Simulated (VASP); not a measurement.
# HfSi2 (Cmcm) in VASP: single point with r2SCAN

Aim: the single point of HfSi2 with r2SCAN.

Everything below comes from runs of VASP 6.6.1. Logs are shortened: lines on timing, memory, paths and dates and some standing lists are left out, and cuts for length are marked.

**1. The cell of the first run**

The structure is orthorhombic, space group Cmcm (No. 63). The conventional cell has a = 3.596 Å, b = 14.144 Å, c = 3.591 Å, α = 90.00°, β = 90.00°, γ = 90.00°. Hf (site symmetry m2m) has 10 Si at 2.64 to 2.88 Å and 6 Hf at 3.46 to 3.60 Å within 3.6 Å. Si (site symmetry m2m) has 2 Si at 2.37 Å and 6 Hf at 2.64 to 2.88 Å within 3.1 Å. Si (site symmetry m2m) has 8 Si at 2.54 to 3.30 Å and 4 Hf at 2.73 Å within 3.4 Å.

**2. Single point, r2SCAN (15.22 Å³/atom)**

Contents of POSCAR:

```
HfSi2
1.0
    1.7977715240     -7.0718474139      0.0000000000
    1.7977715240      7.0718474139      0.0000000000
    0.0000000000      0.0000000000      3.5907382448
Hf Si
2 4
Direct
    0.8955471989      0.1044528011      0.2500000000
    0.1044528011      0.8955471989      0.7500000000
    0.5545812472      0.4454187528      0.2500000000
    0.4454187528      0.5545812472      0.7500000000
    0.2501357794      0.7498642206      0.2500000000
    0.7498642206      0.2501357794      0.7500000000
```

Contents of INCAR.step1:

```
PREC = Accurate
ENCUT = 550
ISMEAR = 0
SIGMA = 0.1
LREAL = F
LASPH = T
NELM = 120
NBANDS = 27
GGA = PE
ALGO = Normal
EDIFF = 1E-5
LWAVE = T
LCHARG = F
GGA_COMPAT = F
```

Contents of INCAR.step2:

```
PREC = Accurate
ENCUT = 550
EDIFF = 1E-6
ISMEAR = 0
SIGMA = 0.1
LREAL = F
LASPH = T
NELM = 120
ALGO = Normal
ISIF = 2
LWAVE = F
LCHARG = F
METAGGA = R2SCAN
LMIXTAU = T
NBANDS = 27
ISTART = 1
GGA_COMPAT = F
```

Contents of KPOINTS:

```
Automatic mesh
0
Gamma
  10 10 10
```

Potentials or basis: VASP PAW PBE potentials, release 64 (Hf_pv, Si).

On the command line:

```
$ cat potpaw_PBE.64/Hf_pv/POTCAR potpaw_PBE.64/Si/POTCAR > POTCAR
$ cp INCAR.step1 INCAR
$ mpirun -np 1 vasp_std > vasp.out
$ cp INCAR.step2 INCAR
$ mpirun -np 1 vasp_std > vasp.out
```

OUTCAR:

```text
PREC = Accurate
   ENCUT = 550
   EDIFF = 1E-6
   ISMEAR = 0
   LREAL = F
   LASPH = T
   NELM = 120
   ISIF = 2
   METAGGA = R2SCAN
   ISTART = 1

 ion  position               nearest neighbor table
   1  0.896  0.104  0.250-   4 2.64   4 2.64   4 2.64   4 2.64   5 2.73   5 2.73   6 2.73   6 2.73
                             3 2.88   3 2.88   2 3.46   2 3.46
   2  0.104  0.896  0.750-   3 2.64   3 2.64   3 2.64   3 2.64   6 2.73   6 2.73   5 2.73   5 2.73
                             4 2.88   4 2.88   1 3.46   1 3.46
   3  0.555  0.445  0.250-   4 2.37   4 2.37   2 2.64   2 2.64   2 2.64   2 2.64   1 2.88   1 2.88

   4  0.445  0.555  0.750-   3 2.37   3 2.37   1 2.64   1 2.64   1 2.64   1 2.64   2 2.88   2 2.88

   5  0.250  0.750  0.250-   6 2.54   6 2.54   6 2.54   6 2.54   1 2.73   1 2.73   2 2.73   2 2.73

   6  0.750  0.250  0.750-   5 2.54   5 2.54   5 2.54   5 2.54   2 2.73   2 2.73   1 2.73   1 2.73

  LATTYP: Found a base centered orthorhombic cell.
 ALAT       =     3.5955430480
 B/A-ratio  =     3.9336741735
 C/A-ratio  =     0.9986636780

  Lattice vectors:

 A1 = (   1.7977715240,  -7.0718474139,   0.0000000000)
 A2 = (   1.7977715240,   7.0718474139,   0.0000000000)
 A3 = (   0.0000000000,   0.0000000000,   3.5907382448)

Analysis of symmetry for initial positions (statically):
=====================================================================
 Subroutine PRICEL returns:
 Original cell was already a primitive cell.

 Routine SETGRP: Setting up the symmetry group for a
 base centered orthorhombic supercell.

 Subroutine GETGRP returns: Found  8 space group operations
 (whereof  4 operations were pure point group operations)
 out of a pool of  8 trial point group operations.

The static configuration has the point symmetry C_2h.
 The point group associated with its full space group is D_2h.

Analysis of symmetry for dynamics (positions and initial velocities):
=====================================================================
 Subroutine PRICEL returns:
 Original cell was already a primitive cell.

 Routine SETGRP: Setting up the symmetry group for a
 base centered orthorhombic supercell.

 Subroutine GETGRP returns: Found  8 space group operations
 (whereof  4 operations were pure point group operations)
 out of a pool of  8 trial point group operations.

The dynamic configuration has the point symmetry C_2h.
 The point group associated with its full space group is D_2h.

 Subroutine INISYM returns: Found  8 space group operations
 (whereof  4 operations are pure point group operations),
 and found     1 'primitive' translations

----------------------------------------------------------------------------------------

                                     Primitive cell

  volume of cell :      91.3022

  direct lattice vectors                    reciprocal lattice vectors
     1.797771524 -7.071847414  0.000000000     0.278122105 -0.070702883  0.000000000
     1.797771524  7.071847414  0.000000000     0.278122105  0.070702883  0.000000000
     0.000000000  0.000000000  3.590738245     0.000000000  0.000000000  0.278494263

  length of vectors
     7.296780680  7.296780680  3.590738245     0.286968296  0.286968296  0.278494263

  position of ions in fractional coordinates (direct lattice)
     0.895547199  0.104452801  0.250000000
     0.104452801  0.895547199  0.750000000
     0.554581247  0.445418753  0.250000000
     0.445418753  0.554581247  0.750000000
     0.250135779  0.749864221  0.250000000
     0.749864221  0.250135779  0.750000000

  ion indices of the primitive-cell ions
   primitive index   ion index
                 1           1
                 2           2
                 3           3
                 4           4
                 5           5
                 6           6

----------------------------------------------------------------------------------------

 KPOINTS: Automatic mesh

Automatic generation of k-mesh.
 Grid dimensions read from file:
 generate k-points for:   10   10   10

 Generating k-lattice:

  Cartesian coordinates                     Fractional coordinates (reciprocal lattice)
     0.027812210 -0.007070288  0.000000000     0.100000000  0.000000000  0.000000000
     0.027812210  0.007070288  0.000000000     0.000000000  0.100000000  0.000000000
     0.000000000  0.000000000  0.027849426     0.000000000  0.000000000  0.100000000

  Length of vectors
     0.028696830  0.028696830  0.027849426

  Shift w.r.t. Gamma in fractional coordinates (k-lattice)
     0.000000000  0.000000000  0.000000000

 Subroutine IBZKPT returns following result:
 ===========================================

 Found    186 irreducible k-points:

 Following reciprocal coordinates:
            Coordinates               Weight
  0.000000  0.000000  0.000000      1.000000
  0.100000  0.000000  0.000000      4.000000
  0.200000  0.000000  0.000000      4.000000
  0.300000  0.000000  0.000000      4.000000
  0.400000  0.000000  0.000000      4.000000
  0.500000  0.000000  0.000000      2.000000
[... 16 lines left out ...]
  0.300000  0.300000  0.000000      2.000000
  0.400000  0.300000  0.000000      4.000000
 [... further k-points ...]
   k-points           NKPTS =    186   k-points in BZ     NKDIM =    186   number of bands    NBANDS=     27
   number of dos      NEDOS =    301   number of ions     NIONS =      6
   total plane-waves  NPLWV =  87808
   dimension x,y,z NGX =    56 NGY =   56 NGZ =   28
   dimension x,y,z NGXF=   112 NGYF=  112 NGZF=   56
   ions per type =               2   4
   NGX,Y,Z   is equivalent  to a cutoff of  12.76, 12.76, 12.96 a.u.
   NGXF,Y,Z  is equivalent  to a cutoff of  25.52, 25.52, 25.93 a.u.
 SYSTEM =  unknown system
   PREC   = accura    normal or accurate (medium, high low for compatibility)
   ISTART =      1    job   : 0-new  1-cont  2-samecut
   ICHARG =      0    charge: 1-file 2-atom 10-const
   ISPIN  =      1    spin polarized calculation?
   LNONCOLLINEAR =      F non collinear calculations
   LSORBIT =      F    spin-orbit coupling
   LASPH  =      T    aspherical Exc in radial PAW
   ENCUT  =  550.0 eV  40.42 Ry    6.36 a.u.  13.95 13.95  6.87*2*pi/ulx,y,z
   NELM   =    120;   NELMIN=  2; NELMDL=  0     # of ELM steps
   EDIFF  = 0.1E-05   stopping-criterion for ELM
   LREAL  =      F    real-space projection
   EDIFFG = 0.1E-04   stopping-criterion for IOM
   NSW    =      0    number of steps for IOM
   IBRION =     -1    ionic relax: 0-MD 1-quasi-New 2-CG
   NFREE  =      0    steps in history (QN), initial steepest desc. (CG)
   ISIF   =      2    stress and relaxation
   ISYM   =      2    0-nonsym 1-usesym 2-fastsym
   POTIM  = 0.5000    time-step for ionic-motion
   TEBEG  =    0.0;   TEEND  =   0.0 temperature during run
   PSTRESS=    0.0 pullay stress
   NELECT =      36.0000    total number of electrons
   NUPDOWN=      -1.0000    fix difference up-down
   EMIN   =  10.00;   EMAX   =-10.00  energy-range for DOS
   EFERMI =   0.00;   METHOD = LEGACY
   ISMEAR =     0;   SIGMA  =   0.10  broadening in eV -4-tet -1-fermi 0-gaus
   EFERMI_NEDOS =   21; number of points for ismear=-14 and -15
   IALGO  =     38    algorithm
   IMIX   =      4    mixing-type and parameters
     AMIX     =   0.40;   BMIX     =  1.00
     AMIX_MAG =   1.60;   BMIX_MAG =  1.00
  volume/ion in A,a.u.               =      15.22       102.69
  Fermi-wavevector in a.u.,A,eV,Ry     =   1.200463  2.268545 19.607497  1.441110
  Thomas-Fermi vector in A             =   2.336298
   LORBIT       =      0    0 simple, 1 ext, 2 COOP (PROOUT), +10 PAW based schemes
   METAGGA = R2SCAN    functional components
   LHFCALC =     F    Hartree Fock is set to
   AEXX    =    0.0000 exact exchange contribution
   IVDW    =     0    specifies the selected vdW correction
   LEPSILON=     F    determine dielectric tensor
   LRPA    =     F    only Hartree local field effects (RPA)
 non-spin polarized calculation
 Gauss-broadening in eV      SIGMA  =   0.10
  energy-cutoff  :      550.00
  volume of cell :       91.30
 maximum number of plane-waves:      2700
   NGX = 27   NGY = 27   NGZ = 13

 number of electron      36.0000003 magnetization

 Free energy of the ion-electron system (eV)
  ---------------------------------------------------
  ext. energy  EPLUGINS =         0.00000000
  ---------------------------------------------------
  free energy    TOTEN  =      -128.59591714 eV

  energy without entropy =     -128.59086931  energy(sigma->0) =     -128.59339322

 E-fermi :   9.1189     XC(G=0): -12.4800

 val. band max:        9.1032626480   @ k =   0.4000   0.4000   0.0000
 cond. band min:       9.1212299446   @ k =   0.1000   0.1000   0.4000
 fundamental gap:      0.0179672966
 Fermi energy:         9.1189399207

 k-point     1 :       0.0000    0.0000    0.0000
  band No.  band energies     occupation
      1     -22.7157      2.00000
      2     -22.5818      2.00000
      3     -22.5561      2.00000
      4     -22.5443      2.00000
      5     -22.5361      2.00000
      6     -22.4985      2.00000
[... 19 lines left out ...]
     26      11.9171      0.00000
     27      14.0159      0.00000

 k-point     2 :       0.1000    0.0000    0.0000
  band No.  band energies     occupation
      1     -22.7123      2.00000
      2     -22.6000      2.00000
      3     -22.5725      2.00000
      4     -22.5425      2.00000
      5     -22.5350      2.00000
      6     -22.4971      2.00000
[... 19 lines left out ...]
     26      13.1231      0.00000
     27      13.3967      0.00000

 k-point     3 :       0.2000    0.0000    0.0000
  band No.  band energies     occupation
      1     -22.7035      2.00000
      2     -22.6470      2.00000
      3     -22.6151      2.00000
      4     -22.5378      2.00000
      5     -22.5321      2.00000
      6     -22.4932      2.00000
[... 19 lines left out ...]
     26      13.1633      0.00000
     27      13.9099      0.00000

 k-point     4 :       0.3000    0.0000    0.0000
  band No.  band energies     occupation
      1     -22.7069      2.00000
      2     -22.6902      2.00000
      3     -22.6670      2.00000
      4     -22.5320      2.00000
      5     -22.5286      2.00000
      6     -22.4883      2.00000
[... 19 lines left out ...]
     26      13.3060      0.00000
     27      14.4800      0.00000

 k-point     5 :       0.4000    0.0000    0.0000
  band No.  band energies     occupation
      1     -22.7515      2.00000
      2     -22.7094      2.00000
      3     -22.6819      2.00000
      4     -22.5274      2.00000
      5     -22.5258      2.00000
      6     -22.4844      2.00000
[... 19 lines left out ...]
     26      13.4661      0.00000
     27      13.7566      0.00000

 k-point     6 :       0.5000    0.0000    0.0000
  band No.  band energies     occupation
      1     -22.7688      2.00000
      2     -22.7251      2.00000
      3     -22.6785      2.00000
      4     -22.5256      2.00000
      5     -22.5247      2.00000
      6     -22.4829      2.00000
[... 444 lines left out ...]
      1     -22.7058      2.00000
      2     -22.6005      2.00000
      3     -22.5719      2.00000
      4     -22.5419      2.00000
      5     -22.5419      2.00000
      6     -22.4977      2.00000
[... 19 lines left out ...]
     26      12.9649      0.00000
     27      13.8318      0.00000

 k-point    22 :      -0.2000    0.2000    0.0000
  band No.  band energies     occupation
      1     -22.7107      2.00000
      2     -22.5823      2.00000
      3     -22.5557      2.00000
      4     -22.5438      2.00000
      5     -22.5413      2.00000
      6     -22.4990      2.00000
[... 19 lines left out ...]
     26      12.2480      0.00000
     27      14.2922      0.00000

 k-point    23 :       0.3000    0.3000    0.0000
  band No.  band energies     occupation
      1     -22.7523      2.00000
      2     -22.7089      2.00000
      3     -22.6785      2.00000
      4     -22.5290      2.00000
      5     -22.5271      2.00000
      6     -22.4847      2.00000
[... 19 lines left out ...]
     26      13.3222      0.00000
     27      14.0574      0.00000

 k-point    24 :       0.4000    0.3000    0.0000
  band No.  band energies     occupation
      1     -22.7093      2.00000
      2     -22.6811      2.00000
      3     -22.6668      2.00000
      4     -22.5359      2.00000
      5     -22.5315      2.00000
      6     -22.4889      2.00000
[... 19 lines left out ...]
     26      13.8744      0.00000
     27      14.0627      0.00000

 [... further k-points ...]

------------------------ aborting loop because EDIFF is reached ----------------------------------------

  FORCE on cell =-STRESS in cart. coord.  units (eV):
  Direction    XX          YY          ZZ          XY          YZ          ZX
  --------------------------------------------------------------------------------------
  -------------------------------------------------------------------------------------
  Total        5.3427388      5.3174282      5.1972054      0.0000000     -0.0000000      0.0000000
  in kB       93.7547769     93.3106248     91.2009461      0.0000000     -0.0000000      0.0000000
  external PRESSURE =      92.7554493 kB  Pullay stress =       0.0000000 kB

 VOLUME and BASIS-vectors are now :
 -----------------------------------------------------------------------------
  energy-cutoff  :      550.00
  volume of cell :       91.30
      direct lattice vectors                 reciprocal lattice vectors
     1.797771524 -7.071847414  0.000000000     0.278122105 -0.070702883  0.000000000
     1.797771524  7.071847414  0.000000000     0.278122105  0.070702883  0.000000000
     0.000000000  0.000000000  3.590738245     0.000000000  0.000000000  0.278494263

 POSITION                                       TOTAL-FORCE (eV/Angst)
 -----------------------------------------------------------------------------------
      1.79777     -5.59450      0.89768         0.000000      0.000802     -0.000000
      1.79777      5.59450      2.69305         0.000000     -0.000802     -0.000000
      1.79777     -0.77198      0.89768         0.000000      0.025869      0.000000
      1.79777      0.77198      2.69305         0.000000     -0.025869      0.000000
      1.79777      3.53400      0.89768         0.000000      0.000001     -0.000000
      1.79777     -3.53400      2.69305         0.000000     -0.000001      0.000000
 -----------------------------------------------------------------------------------
    total drift:                                0.000000      0.000000      0.000000

  FREE ENERGIE OF THE ION-ELECTRON SYSTEM (eV)
  ---------------------------------------------------
  free  energy   TOTEN  =      -128.5959171370 eV

  energy  without entropy=     -128.5908693114  energy(sigma->0) =     -128.59339322
```

Wall time 21 min (1 thread of Intel Xeon 6975P-C (Granite Rapids), shared host); peak memory 0.61 GiB.

Results:

- Free energy: -128.5959 eV
- Pressure: 9.3 GPa
- Largest force: 0.026 eV/Å
- Band gap on the k mesh: zero (bands 18 and 19 overlap by 1.28 eV)

Forces on the atoms (eV/Å):
```
Hf   0.000  0.001  0.000
Hf   0.000 -0.001  0.000
Si   0.000  0.026  0.000
Si   0.000 -0.026  0.000
Si   0.000  0.000  0.000
Si   0.000  0.000  0.000
```

Stress tensor (GPa, compression positive):
```
9.38 0.00 0.00
0.00 9.33 0.00
0.00 0.00 9.12
```

Levels at points of the mesh, in eV from the Fermi level:
```
           k point  band 15  band 16  band 17  band 18  band 19  band 20  band 21  band 22
(0.00, 0.00, 0.00)    -2.89    -2.87    -2.76     0.21     1.28     1.35     1.87     2.05
(0.50, 0.00, 0.00)    -2.14    -1.91    -0.97    -0.68    -0.55     1.00     1.09     2.23
(0.50, 0.50, 0.00)    -3.26    -2.41    -1.72     0.72     1.22     1.46     1.59     2.26
(0.00, 0.00, 0.50)    -2.26    -2.26    -0.10    -0.10     0.20     0.20     1.78     1.78
(0.50, 0.00, 0.50)    -3.88    -3.88    -2.80    -2.80     2.32     2.32     3.17     3.17
(0.50, 0.50, 0.50)    -2.66    -2.66    -1.14    -1.14     0.21     0.21     2.75     2.75
```

Caveat: the cell stands under pressure; the PAW data sets were made with another functional, which shifts forces and pressure a little; spin-orbit coupling is left out, which moves the levels of the heavy elements.
